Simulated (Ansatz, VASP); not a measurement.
# Two plane-wave programs on Se

```
CELL_PARAMETERS angstrom
2.33909 -2.30583 0.00000
2.33909 2.30583 0.00000
0.00000 0.00000 10.50637
ATOMIC_POSITIONS crystal
Se 0.99893 0.00107 0.10255
Se 0.50107 0.49893 0.60255
Se 0.00107 0.99893 0.89745
Se 0.49893 0.50107 0.39745
```

Alike in both runs: functional r2SCAN; k mesh 6 × 6 × 2; occupations gaussian, width 0.1 eV; no spin polarisation.

Ansatz relaxed the structure, and its values are those at the end. VASP's run is a single point on that final structure, the one shown.

|  | VASP | Ansatz |
| --- | --- | --- |
| version | VASP 6.6.1 | Ansatz 0.2.0 |
| potentials or method | VASP PAW PBE potentials, release 64 (Se), cutoff 520 eV | scalar-relativistic, plane waves, PAW |
| valence electrons in the cell | 24 | 64 |

```csv
,VASP,Ansatz,Ansatz less VASP
gap on the k mesh at the Fermi level (eV),none,none,-
pressure (GPa),0.1,0.2,+0.03
rms of the force components (eV/Å),0.008,0.007,-0.0004
```

VASP's potentials were made for PBE, not for r2SCAN. A gap of «none» marks a metal or a gap that the smearing closes. With one functional, cell and mesh, what is left measures potentials, basis and numerics. VASP's potentials hold 24 valence electrons a cell and Ansatz's 64, so a difference there can come from the potentials and not from the codes.
